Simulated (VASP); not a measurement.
# C (I4_1/amd) in VASP: further runs, part 2 of 2

VASP 6.6.1. The steps go on from the part before.

## Step 3: Electric field gradients, PBE (equal xx and yy strain of -2 %)

The input, INCAR:

```
  PREC = Accurate
  ENCUT = 520
  EDIFF = 1E-8
  ISMEAR = -1
  SIGMA = 0.08
  LREAL = F
  LASPH = T
  NELM = 100
  ALGO = Normal
  ISIF = 2
  LWAVE = F
  LCHARG = F
  GGA = PE
  LEFG = T
  NBANDS = 11
```

The input, KPOINTS:

```
regular mesh
0
Gamma
  20 20 20
```

The input, POSCAR:

```
C
1.0
    0.0000000000      1.7477320000      1.7834000000
    1.7477320000      0.0000000000      1.7834000000
    1.7477320000      1.7477320000      0.0000000000
C
2
Direct
    0.5000000000      0.5000000000      0.5000000000
    0.7500000000      0.7500000000      0.7500000000
```

Potentials or basis: VASP PAW PBE potentials, release 64 (C).

Command:

```sh
$ cat potpaw_PBE.64/C/POTCAR > POTCAR
$ mpirun -np 1 vasp_std > vasp.out
```

OUTCAR:

```text
PREC = Accurate
   ENCUT = 520
   EDIFF = 1E-8
   ISMEAR = -1
   LREAL = F
   LASPH = T
   NELM = 100
   ISIF = 2
   GGA = PE

 ion  position               nearest neighbor table
   1  0.500  0.500  0.500-   2 1.52   2 1.52   2 1.52   2 1.52
   2  0.750  0.750  0.750-   1 1.52   1 1.52   1 1.52   1 1.52

  LATTYP: Found a body centered tetragonal cell.
 ALAT       =     2.4716662978
 C/A-ratio  =     1.4430750636

  Lattice vectors:

 A1 = (  -1.7477320000,   0.0000000000,   1.7834000000)
 A2 = (   1.7477320000,   0.0000000000,   1.7834000000)
 A3 = (   0.0000000000,   1.7477320000,  -1.7834000000)
[... 549 lines left out ...]
  free  energy   TOTEN  =       -18.1424681291 eV

  energy  without entropy=      -18.1424681290  energy(sigma->0) =      -18.14246813

 Electric field gradients (V/A^2)
---------------------------------------------------------------------
 ion       V_xx      V_yy      V_zz      V_xy      V_xz      V_yz
---------------------------------------------------------------------
   1      -0.415    -0.415     0.829    -0.001     0.000     0.000
   2      -0.415    -0.415     0.829    -0.001     0.000     0.000
---------------------------------------------------------------------

 Electric field gradients after diagonalization (V/A^2)
 (convention: |V_zz| > |V_xx| > |V_yy|)
----------------------------------------------------------------------
 ion       V_xx      V_yy      V_zz     asymmetry (V_yy - V_xx)/ V_zz
----------------------------------------------------------------------
   1      -0.416    -0.414     0.829       0.003
   2      -0.416    -0.414     0.829       0.003
----------------------------------------------------------------------

           NMR quadrupolar parameters

 Cq : quadrupolar parameter    Cq=e*Q*V_zz/h
 eta: asymmetry parameters     (V_yy - V_xx)/ V_zz
 Q  : nuclear electric quadrupole moment in mb (millibarn)
----------------------------------------------------------------------
 ion       Cq(MHz)       eta       Q (mb)
----------------------------------------------------------------------
   1       0.002       0.003       1.000
   2       0.002       0.003       1.000
----------------------------------------------------------------------
```

Run time: 41 s. Hardware: 1 thread of Intel Xeon Platinum 8488C (Sapphire Rapids), shared host; peak memory 0.17 GiB.

Results:

* Free energy: -18.1425 eV
* Pressure: 21.7 GPa
* Band gap on the k mesh: 3.96 eV, indirect (least direct gap 5.51 eV)

Stress tensor (GPa, compression positive):
```
28.40  0.00  0.00
 0.00 28.40  0.00
 0.00  0.00  8.38
```

Levels at points of the mesh, in eV from the valence-band top:
| k point | band 1 | band 2 | band 3 | band 4 | band 5 | band 6 | band 7 | band 8 |
| --- | --- | --- | --- | --- | --- | --- | --- | --- |
| (0.00, 0.00, 0.00) | -22.13 | -0.32 | 0.00 | 0.00 | 5.51 | 5.51 | 5.77 | 14.16 |
| (0.50, 0.00, 0.00) | -16.12 | -13.93 | -3.20 | -2.82 | 8.28 | 8.61 | 9.44 | 15.97 |
| (0.50, 0.50, 0.00) | -13.38 | -13.38 | -6.44 | -6.44 | 5.06 | 5.06 | 17.25 | 17.25 |
| (0.50, 0.00, 0.50) | -13.05 | -13.05 | -6.75 | -6.75 | 4.58 | 4.58 | 17.34 | 17.34 |

Electric field gradients, principal values (V/Å²):
```tsv
atom	least	middle	greatest (by size)
1 C	-0.414	-0.416	0.829
2 C	-0.414	-0.416	0.829
```

Caveat: the cell differs from its parent crystal (equal xx and yy strain of -2 %); without QUAD_EFG the Cq values of the log hold for a quadrupole moment of 1 mb, not for the nuclei. A k mesh can miss the band edges.

## Step 4: Electric field gradients, PBE (equal xx and yy strain of +1 %)

The input, INCAR:

```
SYSTEM = C
  PREC = Accurate
  ENCUT = 520
  EDIFF = 1E-8
  ISMEAR = -1
  SIGMA = 0.08
  LREAL = .FALSE.
  LASPH = .TRUE.
  NELM = 60
  ALGO = Normal
  ISIF = 2
  LWAVE = .FALSE.
  LCHARG = .FALSE.
  GGA = PE
  LEFG = .TRUE.
  NBANDS = 11
```

The input, KPOINTS:

```
regular mesh
0
G
  20 20 20
  0 0 0
```

The input, POSCAR:

```
C
1.0
    0.0000000000      1.8012340000      1.7834000000
    1.8012340000      0.0000000000      1.7834000000
    1.8012340000      1.8012340000      0.0000000000
C
2
Direct
    0.5000000000      0.5000000000      0.5000000000
    0.7500000000      0.7500000000      0.7500000000
```

Potentials or basis: VASP PAW PBE potentials, release 64 (C).

Command:

```sh
$ cat potpaw_PBE.64/C/POTCAR > POTCAR
$ mpirun -np 1 vasp_std > vasp.out
```

OUTCAR:

```text
SYSTEM = C
   PREC = Accurate
   ENCUT = 520
   EDIFF = 1E-8
   ISMEAR = -1
   LREAL = .FALSE.
   LASPH = .TRUE.
   NELM = 60
   ISIF = 2
   GGA = PE

 ion  position               nearest neighbor table
   1  0.500  0.500  0.500-   2 1.55   2 1.55   2 1.55   2 1.55
   2  0.750  0.750  0.750-   1 1.55   1 1.55   1 1.55   1 1.55

  LATTYP: Found a body centered tetragonal cell.
 ALAT       =     2.5473295518
 C/A-ratio  =     1.4002114479

  Lattice vectors:

 A1 = (   0.0000000000,  -1.8012340000,  -1.7834000000)
 A2 = (   0.0000000000,   1.8012340000,  -1.7834000000)
 A3 = (   1.8012340000,   0.0000000000,   1.7834000000)

Analysis of symmetry for initial positions (statically):
=====================================================================
 Subroutine PRICEL returns:
 Original cell was already a primitive cell.

 Routine SETGRP: Setting up the symmetry group for a
 body centered tetragonal supercell.

 Subroutine GETGRP returns: Found 16 space group operations
 (whereof  8 operations were pure point group operations)
 out of a pool of 16 trial point group operations.
[... 525 lines left out ...]
     1.801234000  0.000000000  1.783400000     0.277587476 -0.277587476  0.280363351
     1.801234000  1.801234000  0.000000000     0.277587476  0.277587476 -0.280363351

 POSITION                                       TOTAL-FORCE (eV/Angst)
 -----------------------------------------------------------------------------------
      1.80123      1.80123      1.78340         0.000000      0.000000      0.000000
      2.70185      2.70185      2.67510        -0.000000     -0.000000     -0.000000
 -----------------------------------------------------------------------------------
    total drift:                                0.000000     -0.000000      0.000000

  FREE ENERGIE OF THE ION-ELECTRON SYSTEM (eV)
  ---------------------------------------------------
  free  energy   TOTEN  =       -18.1807589134 eV

  energy  without entropy=      -18.1807589133  energy(sigma->0) =      -18.18075891

 Electric field gradients (V/A^2)
---------------------------------------------------------------------
 ion       V_xx      V_yy      V_zz      V_xy      V_xz      V_yz
---------------------------------------------------------------------
   1       0.184     0.184    -0.369    -0.000    -0.000    -0.000
   2       0.184     0.184    -0.369    -0.000    -0.000    -0.000
---------------------------------------------------------------------

 Electric field gradients after diagonalization (V/A^2)
 (convention: |V_zz| > |V_xx| > |V_yy|)
----------------------------------------------------------------------
 ion       V_xx      V_yy      V_zz     asymmetry (V_yy - V_xx)/ V_zz
----------------------------------------------------------------------
   1       0.184     0.184    -0.369       0.000
   2       0.184     0.184    -0.369       0.000
----------------------------------------------------------------------

           NMR quadrupolar parameters

 Cq : quadrupolar parameter    Cq=e*Q*V_zz/h
 eta: asymmetry parameters     (V_yy - V_xx)/ V_zz
 Q  : nuclear electric quadrupole moment in mb (millibarn)
----------------------------------------------------------------------
 ion       Cq(MHz)       eta       Q (mb)
----------------------------------------------------------------------
   1      -0.001       0.000       1.000
   2      -0.001       0.000       1.000
----------------------------------------------------------------------
```

stdout:

```text
POSCAR found type information on POSCAR C
 POSCAR found :  1 types and       2 ions
 scaLAPACK will be used
 LDA part: xc-table for (Slater+PW92), standard interpolation
 POSCAR, INCAR and KPOINTS ok, starting setup
 FFT: planning ... GRIDC
 FFT: planning ... GRID_SOFT
 FFT: planning ... GRID
 WAVECAR not read
 entering main loop
ion   1

ion   2
```

Run time: 45 s. Hardware: 1 thread of Intel Xeon Platinum 8488C (Sapphire Rapids), shared host; peak memory 0.17 GiB.

Results:

- Free energy: -18.1808 eV
- Pressure: -6.1 GPa
- Band gap on the k mesh: 3.84 eV, indirect (least direct gap 5.36 eV)

Electric field gradients, principal values (V/Å²):
```tsv
atom	least	middle	greatest (by size)
1 C	0.184	0.184	-0.369
2 C	0.184	0.184	-0.369
```

Caveat: the cell differs from its parent crystal (equal xx and yy strain of +1 %); without QUAD_EFG the Cq values of the log hold for a quadrupole moment of 1 mb, not for the nuclei. A k mesh can miss the band edges.
